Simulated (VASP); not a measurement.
BaTe:

```xyz
2
Lattice="0.0000 3.5324 3.5324 3.5324 0.0000 3.5324 3.5324 3.5324 0.0000" Properties=species:S:1:pos:R:3 pbc="T T T"
Ba    0.0000    0.0000    0.0000
Te    3.5324    3.5324    3.5324
```

Program: VASP 6.6.1. Alike in all runs: task single point; potentials or basis VASP PAW PBE potentials, release 64 (Ba_sv, Te); no spin polarisation; cell as given; k mesh 4 × 4 × 4; cutoff (eV) 520; smearing gaussian 0.01 eV.

**Question.** Order these runs on this cell by their band gap on the k mesh, lowest first.
A. level PBE-based screened hybrid with 35 % exact exchange; grid for exact exchange (PRECFOCK) Normal; share of exact exchange 0.35; screening parameter 0.2078 1/Å
B. level r2SCAN
C. level HSE06; grid for exact exchange (PRECFOCK) Normal; share of exact exchange 0.25; screening parameter 0.2079 1/Å

**Answer.** B (1.93 eV), C (2.30 eV), A (2.61 eV).

Caveats: spin-orbit coupling is left out, which moves the levels of the heavy elements.

A k mesh can miss the band edges.
